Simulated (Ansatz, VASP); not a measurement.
One calculation of GaN, two programs

File INCAR:

```
PREC = Accurate
ENCUT = 520
EDIFF = 1E-6
ISMEAR = 0
SIGMA = 0.05
LREAL = F
LASPH = T
NELM = 80
ALGO = Normal
ISIF = 2
LWAVE = F
LCHARG = T
GGA = PS
LELF = T
LVHAR = T
NBANDS = 26
```

Contents of KPOINTS:

```
regular mesh
0
Gamma
  8 8 6
```

File POSCAR:

```
GaN
1.0
    0.0000000000     -2.2490913701     -2.2790042853
    0.0000000000      2.2490913701     -2.2790042853
    4.5580085705      0.0000000000      0.0000000000
Ga N
2 2
Direct
    0.4984372640      0.4984372640      0.5000000000
    0.0015627360      0.0015627360      0.0000000000
    0.0128940960      0.4871059040      0.2500000000
    0.4871059040      0.0128940960      0.7500000000
```

Input for Ansatz:

```yaml
crystal:
  lattice:
    - [0.0, -2.2490913701, -2.2790042853]
    - [0.0, 2.2490913701, -2.2790042853]
    - [4.5580085705, 0.0, 0.0]
  atoms:
    - { symbol: Ga, position: [0.498437264, 0.498437264, 0.5] }
    - { symbol: Ga, position: [0.001562736, 0.001562736, 0.0] }
    - { symbol: "N", position: [0.012894096, 0.487105904, 0.25] }
    - { symbol: "N", position: [0.487105904, 0.012894096, 0.75] }
basis:
  ecutwfc: 520.0
kpoints:
  mp_grid: { grid: [8, 8, 6] }
hamiltonian:
  xc: pbesol
  pseudopotentials: { kind: paw, azcp: { folder: soft_1 } }
scf:
  occupations: { method: gaussian, width: 0.05 }
output:
  forces: true
  stress: true
  eigenvalues: true
```

Change from the starting cell: mode 11 frozen in at -0.058 Å, equal normal strain along x and y +0.0133.

Alike in both runs: task single point; functional PBEsol; k mesh 8 × 8 × 6; occupations gaussian, width 0.05 eV; no spin polarisation.

|  | VASP | Ansatz |
| --- | --- | --- |
| version | VASP 6.6.1 | Ansatz 0.2.0 |
| potentials or method | VASP PAW PBE potentials, release 64 (Ga_d, N), cutoff 520 eV | scalar-relativistic, plane waves, PAW |
| valence electrons in the cell | 36 | 36 |

```tsv
	VASP	Ansatz	Ansatz less VASP
gap on the k mesh at the Fermi level (eV)	1.51	1.50	-0.012
least direct gap on the mesh (eV)	1.51	1.50	-0.012
pressure (GPa)	-4.5	-4.2	+0.32
traceless stress, the component that is largest in VASP (GPa)	0.72	0.71	-0.013
rms of the force components (eV/Å)	0.458	0.463	+0.0043
```

VASP's potentials were made for PBE, not for PBEsol, and Ansatz warns of the same on its side. Atom by atom the forces differ by 0.005 eV/Å (rms over components).
